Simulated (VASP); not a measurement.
# GaN (m.b) (F-43m) in VASP: single point with PBE

Aim: the single point of GaN (m.b) with PBE.

All numbers are computed with VASP 6.6.1; they aren't measurements. Logs are shortened: lines on timing, memory, paths and dates and some standing lists are left out, and cuts for length are marked.

### 1 The cell of the first run

The structure is cubic, space group F-43m (No. 216). Conventional cell: a = 4.549 Å, b = 4.549 Å, c = 4.549 Å, α = 90.00°, β = 90.00°, γ = 90.00°. Ga (site symmetry -43m) has 4 N at 1.97 Å within 2.6 Å. N (site symmetry -43m) has 4 Ga at 1.97 Å within 2.6 Å.

### 2 Single point, PBE

INCAR reads:

```
SYSTEM = GaN
  PREC = Accurate
  ENCUT = 600
  EDIFF = 1E-6
  ISMEAR = 0
  SIGMA = 0.02
  LREAL = .FALSE.
  LASPH = .TRUE.
  NELM = 120
  ALGO = Normal
  ISIF = 2
  LWAVE = .FALSE.
  LCHARG = .FALSE.
  GGA = PE
  NBANDS = 16
  GGA_COMPAT = .FALSE.
```

KPOINTS reads:

```
regular mesh
0
G
  10 10 10
  0 0 0
```

POSCAR reads:

```
GaN
1.0
    0.0000000000      2.2744128212      2.2744128212
    2.2744128212      0.0000000000      2.2744128212
    2.2744128212      2.2744128212      0.0000000000
Ga N
1 1
Direct
    0.0000000000      0.0000000000      0.0000000000
    0.2500000000      0.2500000000      0.2500000000
```

Potentials or basis: VASP PAW PBE potentials, release 64 (Ga_d, N).

The run is started by

```sh
$ cat potpaw_PBE.64/Ga_d/POTCAR potpaw_PBE.64/N/POTCAR > POTCAR
$ mpirun -np 1 vasp_std > vasp.out
```

OUTCAR:

```text
SYSTEM = GaN
   PREC = Accurate
   ENCUT = 600
   EDIFF = 1E-6
   ISMEAR = 0
   LREAL = .FALSE.
   LASPH = .TRUE.
   NELM = 120
   ISIF = 2
   GGA = PE

 ion  position               nearest neighbor table
   1  0.000  0.000  0.000-   2 1.97   2 1.97   2 1.97   2 1.97
   2  0.250  0.250  0.250-   1 1.97   1 1.97   1 1.97   1 1.97

  LATTYP: Found a face centered cubic cell.
 ALAT       =     4.5488256424

  Lattice vectors:

 A1 = (   0.0000000000,   2.2744128212,   2.2744128212)
 A2 = (   2.2744128212,   0.0000000000,   2.2744128212)
 A3 = (   2.2744128212,   2.2744128212,   0.0000000000)

Analysis of symmetry for initial positions (statically):
=====================================================================
 Subroutine PRICEL returns:
 Original cell was already a primitive cell.

 Routine SETGRP: Setting up the symmetry group for a
 face centered cubic supercell.

 Subroutine GETGRP returns: Found 24 space group operations
 (whereof 24 operations were pure point group operations)
 out of a pool of 48 trial point group operations.

The static configuration has the point symmetry T_d .

Analysis of symmetry for dynamics (positions and initial velocities):
=====================================================================
 Subroutine PRICEL returns:
 Original cell was already a primitive cell.

 Routine SETGRP: Setting up the symmetry group for a
 face centered cubic supercell.

 Subroutine GETGRP returns: Found 24 space group operations
 (whereof 24 operations were pure point group operations)
 out of a pool of 48 trial point group operations.

The dynamic configuration has the point symmetry T_d .

 Subroutine INISYM returns: Found 24 space group operations
 (whereof 24 operations are pure point group operations),
 and found     1 'primitive' translations

----------------------------------------------------------------------------------------

                                     Primitive cell

  volume of cell :      23.5309

  direct lattice vectors                    reciprocal lattice vectors
     0.000000000  2.274412821  2.274412821    -0.219836960  0.219836960  0.219836960
     2.274412821  0.000000000  2.274412821     0.219836960 -0.219836960  0.219836960
     2.274412821  2.274412821  0.000000000     0.219836960  0.219836960 -0.219836960

  length of vectors
     3.216505458  3.216505458  3.216505458     0.380768784  0.380768784  0.380768784

[... 73 lines left out ...]
   ICHARG =      2    charge: 1-file 2-atom 10-const
   ISPIN  =      1    spin polarized calculation?
   LNONCOLLINEAR =      F non collinear calculations
   LSORBIT =      F    spin-orbit coupling
   LASPH  =      T    aspherical Exc in radial PAW
   ENCUT  =  600.0 eV  44.10 Ry    6.64 a.u.   6.42  6.42  6.42*2*pi/ulx,y,z
   NELM   =    120;   NELMIN=  2; NELMDL= -5     # of ELM steps
   EDIFF  = 0.1E-05   stopping-criterion for ELM
   LREAL  =      F    real-space projection
   EDIFFG = 0.1E-04   stopping-criterion for IOM
   NSW    =      0    number of steps for IOM
   IBRION =     -1    ionic relax: 0-MD 1-quasi-New 2-CG
   NFREE  =      0    steps in history (QN), initial steepest desc. (CG)
   ISIF   =      2    stress and relaxation
   ISYM   =      2    0-nonsym 1-usesym 2-fastsym
   POTIM  = 0.5000    time-step for ionic-motion
   TEBEG  =    0.0;   TEEND  =   0.0 temperature during run
   PSTRESS=    0.0 pullay stress
   NELECT =      18.0000    total number of electrons
   NUPDOWN=      -1.0000    fix difference up-down
   EMIN   =  10.00;   EMAX   =-10.00  energy-range for DOS
   EFERMI =   0.00;   METHOD = LEGACY
   ISMEAR =     0;   SIGMA  =   0.02  broadening in eV -4-tet -1-fermi 0-gaus
   EFERMI_NEDOS =   21; number of points for ismear=-14 and -15
   IALGO  =     38    algorithm
   IMIX   =      4    mixing-type and parameters
     AMIX     =   0.40;   BMIX     =  1.00
     AMIX_MAG =   1.60;   BMIX_MAG =  1.00
  volume/ion in A,a.u.               =      11.77        79.40
  Fermi-wavevector in a.u.,A,eV,Ry     =   1.497223  2.829340 30.499847  2.241675
  Thomas-Fermi vector in A             =   2.609138
   LORBIT       =      0    0 simple, 1 ext, 2 COOP (PROOUT), +10 PAW based schemes
   GGA     = PE    functional components
   LHFCALC =     F    Hartree Fock is set to
   AEXX    =    0.0000 exact exchange contribution
   IVDW    =     0    specifies the selected vdW correction
   LEPSILON=     F    determine dielectric tensor
   LRPA    =     F    only Hartree local field effects (RPA)
 non-spin polarized calculation
 Gauss-broadening in eV      SIGMA  =   0.02
  energy-cutoff  :      600.00
  volume of cell :       23.53
 maximum number of plane-waves:       801
 NGX is ok and might be reduce to    28
   NGX = 13   NGY = 13   NGZ = 13

 number of electron      18.0000002 magnetization

 Free energy of the ion-electron system (eV)
  ---------------------------------------------------
  ext. energy  EPLUGINS =         0.00000000
  ---------------------------------------------------
  free energy    TOTEN  =       -12.15503903 eV

  energy without entropy =      -12.15503903  energy(sigma->0) =      -12.15503903

 E-fermi :   5.0744     XC(G=0): -11.5196

 val. band max:        4.9844563009   @ k =   0.0000   0.0000   0.0000
 cond. band min:       6.5300279595   @ k =   0.0000   0.0000   0.0000
 fundamental gap:      1.5455716586
 Fermi energy:         5.0744245261

 k-point     1 :       0.0000    0.0000    0.0000
  band No.  band energies     occupation
      1     -10.7171      2.00000
      2      -8.4384      2.00000
      3      -8.4384      2.00000
      4      -8.4384      2.00000
      5      -8.1458      2.00000
      6      -8.1458      2.00000
[... 433 lines left out ...]
      3      -8.2321      2.00000
      4      -8.2320      2.00000
      5      -8.0899      2.00000
      6      -7.1885      2.00000
[... 8 lines left out ...]
     15      26.8408      0.00000
     16      27.1113      0.00000

 [... further k-points ...]
[... 5 lines left out ...]
  --------------------------------------------------------------------------------------
  -------------------------------------------------------------------------------------
  Total       -0.0119079     -0.0119079     -0.0119079     -0.0000000      0.0000000     -0.0000000
  in kB       -0.8107900     -0.8107900     -0.8107900     -0.0000000      0.0000000     -0.0000000
  external PRESSURE =      -0.8107900 kB  Pullay stress =       0.0000000 kB

 VOLUME and BASIS-vectors are now :
 -----------------------------------------------------------------------------
  energy-cutoff  :      600.00
  volume of cell :       23.53
      direct lattice vectors                 reciprocal lattice vectors
     0.000000000  2.274412821  2.274412821    -0.219836960  0.219836960  0.219836960
     2.274412821  0.000000000  2.274412821     0.219836960 -0.219836960  0.219836960
     2.274412821  2.274412821  0.000000000     0.219836960  0.219836960 -0.219836960

 POSITION                                       TOTAL-FORCE (eV/Angst)
 -----------------------------------------------------------------------------------
      0.00000      0.00000      0.00000        -0.000000     -0.000000     -0.000000
      1.13721      1.13721      1.13721         0.000000      0.000000      0.000000
 -----------------------------------------------------------------------------------
    total drift:                                0.000000      0.000000      0.000000

  FREE ENERGIE OF THE ION-ELECTRON SYSTEM (eV)
  ---------------------------------------------------
  free  energy   TOTEN  =       -12.1550390331 eV

  energy  without entropy=      -12.1550390331  energy(sigma->0) =      -12.15503903
```

stdout:

```text
POSCAR found type information on POSCAR GaN
 POSCAR found :  2 types and       2 ions
 scaLAPACK will be used
 LDA part: xc-table for (Slater+PW92), standard interpolation
 POSCAR, INCAR and KPOINTS ok, starting setup
 FFT: planning ... GRIDC
 FFT: planning ... GRID_SOFT
 FFT: planning ... GRID
 WAVECAR not read
 entering main loop
```

Run time: 11 s. Hardware: 1 thread of Intel Xeon 6975P-C (Granite Rapids), shared host; peak memory 0.17 GiB.

Results:

| Item | Value |
| --- | --- |
| Free energy | -12.1550 eV |
| Pressure | -0.1 GPa |
| Band gap on the k mesh | 1.55 eV, direct |
